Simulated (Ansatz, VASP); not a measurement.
**Zr2H3: VASP beside Ansatz**

```xyz
5
Lattice="3.6179 0.0000 0.0000 -1.8090 3.1332 0.0000 0.0000 0.0000 5.6090" Properties=species:S:1:pos:R:3 pbc="T T T"
Zr    0.0000    2.0888    4.3468
Zr    1.8090    1.0444    1.2622
H     1.8090    0.0000    2.8045
H    -0.9045    1.5666    2.8045
H     0.9045    1.5666    2.8045
```

Alike in both runs: functional PBE; k mesh 12 × 12 × 8; occupations gaussian, width 0.1 eV; no spin polarisation.

Ansatz relaxed the structure, and its values are those at the end. VASP's run is a single point on that final structure, the one shown.

```csv
,VASP,Ansatz
version,VASP 6.6.1,Ansatz 0.2.0
potentials or method,"VASP PAW PBE potentials, release 64 (Zr_sv, H), cutoff 520 eV","scalar-relativistic, plane waves, PAW"
valence electrons in the cell,27,27
```

|  | VASP | Ansatz | Ansatz less VASP |
| --- | --- | --- | --- |
| gap on the k mesh at the Fermi level (eV) | none | none | - |
| pressure (GPa) | -0.1 | 0.0 | +0.05 |

A gap of «none» marks a metal or a gap that the smearing closes.
